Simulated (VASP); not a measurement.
InReS4: single point with PBE

The system is InReS4.

```
CELL_PARAMETERS angstrom
0.00000 4.10910 4.10910
4.10910 0.00000 4.10910
4.10910 4.10910 0.00000
ATOMIC_POSITIONS crystal
In 0.25000 0.25000 0.25000
Re 0.50000 0.50000 0.50000
S 0.87504 0.37488 0.87504
S 0.87504 0.87504 0.87504
S 0.87504 0.87504 0.37488
S 0.37488 0.87504 0.87504
```

* Program: VASP 6.6.1
* Task: single point
* Functional: PBE
* Potentials or basis: VASP PAW PBE potentials, release 64 (In_d, Re, S)
* Cutoff: 520 eV
* k mesh: 4 × 4 × 4
* Occupations: gaussian, width 0.1 eV
* Spin: collinear spin, ferromagnetic start
* Starting moments: [0.0, 1.0, 0.0, 0.0, 0.0, 0.0] μB

* Pressure: -6.7 GPa
* Largest force: 0.111 eV/Å
* Net moment: 4.70 μB per cell
* Site moments: In +0.05; Re +4.03; S +0.00 μB
* Valence electrons inside the program's atomic spheres: In 11.18; Re 5.04; S 3.50

Forces in eV/Å, atoms in the order of the input:
```
In   0.000  0.000  0.000
Re   0.000  0.000  0.000
S    0.064 -0.064  0.064
S   -0.064 -0.064 -0.064
S    0.064  0.064 -0.064
S   -0.064  0.064  0.064
```

Levels at points of the mesh, in eV from the Fermi level:
Spin up:
```tsv
k point	band 20	band 21	band 22	band 23	band 24	band 25	band 26	band 27	band 28	band 29
(0.00, 0.00, 0.00)	-0.85	-0.85	0.14	0.61	0.61	0.61	1.44	1.44	1.44	1.62
(0.50, 0.00, 0.00)	-1.31	-1.31	-1.21	-0.83	-0.83	0.10	0.65	1.39	1.39	2.98
(0.50, 0.50, 0.00)	-1.66	-1.53	-1.43	-1.43	-0.57	-0.31	0.62	1.24	1.24	3.86
```
Spin down:
| k point | band 17 | band 18 | band 19 | band 20 | band 21 | band 22 |
| --- | --- | --- | --- | --- | --- | --- |
| (0.00, 0.00, 0.00) | 0.57 | 0.57 | 0.57 | 0.58 | 0.58 | 0.58 |
| (0.50, 0.00, 0.00) | -1.95 | -1.95 | -1.87 | 0.61 | 0.80 | 0.80 |
| (0.50, 0.50, 0.00) | -1.93 | -1.93 | -1.68 | -0.60 | 0.57 | 0.57 |

Run time: 3.2 min on 1 thread of AMD EPYC 9R45 (Zen 5) (shared host), peak memory 0.4 GiB.

Caveat: spin-orbit coupling is left out, which moves the levels of the heavy elements.
